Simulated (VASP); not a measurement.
Runs of VASP 6.6.1 on C. The structure is that of space group P6/mmm (No. 191), or close to it. The cells are those of the table. The cell was built from a structure type or drawn by symmetry, and may not be a known phase.

| task | spin | cell | k mesh | gap on the mesh (eV) | pressure (GPa) | relaxed volume (Å³/atom) |
| --- | --- | --- | --- | --- | --- | --- |
| single point | collinear | a = 3.674, b = 3.674, c = 1.284 Å, angles 90.0, 90.0, 120.0°, 1 atom | 6 × 6 × 12 | none | 0.0 | - |
| single point | off | a = 4.381, b = 4.381, c = 1.282 Å, angles 90.0, 90.0, 120.0°, 1 atom | 18 × 18 × 42 | none | -0.2 | - |
| relaxation of cell and atoms | off | relaxed from a = 3.674, b = 3.674, c = 1.284 Å, angles 90.0, 90.0, 120.0°, 1 atom | 18 × 18 × 42 | none | 0.0 | 19.67 |
| relaxation of cell and atoms | off | relaxed from a = 4.381, b = 4.381, c = 1.282 Å, angles 90.0, 90.0, 120.0°, 1 atom | 12 × 12 × 42 | none | 0.0 | (a) |
| single point | off | a = 4.381, b = 4.381, c = 1.282 Å, angles 90.0, 90.0, 120.0°, 1 atom | 12 × 12 × 42 | none | -0.2 | - |

Alike in all rows: level PBE; potentials or basis VASP PAW PBE potentials, release 64 (C); cutoff (eV) 600; smearing gaussian 0.1 eV.

Question: Fill in the values left out.

Answer: (a) 19.75.

Caveats: some runs use coarse meshes; the volume moved by over 15 % at a fixed basis, so the end points are rough (at least some runs).

A gap of «none» marks levels without a gap at the run's occupations.
